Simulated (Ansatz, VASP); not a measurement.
## One calculation of Si, two programs

```
Si
1.0
     0.00000    2.75108    2.75108
     2.75108    0.00000    2.75108
     2.75108    2.75108    0.00000
Si
2
Direct
  0.00000 0.00000 0.00000
  0.25000 0.25000 0.25000
```

Change from the starting cell: volume scaled by 1.04, ions relaxed.

Alike in both runs: functional PBE; k mesh 14 × 14 × 14; occupations fermi-dirac, width 0.02 eV; no spin polarisation.

Ansatz relaxed the structure, and its values are those at the end. VASP's run is a single point on that final structure, the one shown.

```csv
,VASP,Ansatz
version,VASP 6.6.1,Ansatz 0.2.0
potentials or method,"VASP PAW PBE potentials, release 64 (Si)","plane-wave PAW, scalar-relativistic"
plane-wave cutoff (eV),500,420
valence electrons in the cell,8,8
```

|  | VASP | Ansatz | Ansatz less VASP |
| --- | --- | --- | --- |
| pressure (GPa) | -1.6 | -1.5 | +0.07 |

With one functional, cell and mesh, what is left measures potentials, basis and numerics. Ansatz's warnings: stress scf threshold loose.
